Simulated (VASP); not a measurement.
Tl:

```
Tl
1.0
     0.00000    2.28955    2.28955
     2.28955    0.00000    2.28955
     2.28955    2.28955    0.00000
Tl
1
Cartesian
  0.0000 0.0000 0.0000
```

This isn't the form of Tl at room conditions, which is hcp.

```yaml
Program: VASP 6.6.1
Task: relaxation of cell and atoms
Functional: pbe exchange, pbesol correlation
Potentials_or_basis: VASP PAW PBE potentials, release 64 (Tl_d)
Cutoff: 500 eV
k_mesh: 9 × 9 × 9
Occupations: gaussian, width 0.05 eV
Spin: collinear spin
Starting_moments: "[0.5] μB"
```

At the start: pressure 15.8 GPa; volume 24.00 Å³/atom.

Question: Where does the relaxation end?

Answer: Over 4 steps the energy falls by 288.6 meV/atom and the volume is 31.89 Å³/atom (+32.9 %); space group Fm-3m (No. 225, to 0.1 Å) before and after; moment 0.00 μB per cell.

Step by step:
```csv
step,energy change (eV),largest force (eV/Å),pressure (GPa),volume (Å³)
1,0.0000,0.0000,15.76,24.00
2,-0.2844,0.0000,-0.99,33.17
3,-0.2884,0.0000,0.22,31.62
4,-0.2886,0.0000,-0.02,31.89
```

Final structure:
```yaml
crystal:
  lattice:
    - [0.00000, 2.51706, 2.51706]
    - [2.51706, 0.00000, 2.51706]
    - [2.51706, 2.51706, 0.00000]
  atoms:
    - { symbol: Tl, position: [0.00000, 0.00000, 0.00000] }
```

Caveat: the volume moved by over 15 % at a fixed basis, so the end points are rough; the PAW data sets were made with another functional, which shifts forces and pressure a little.
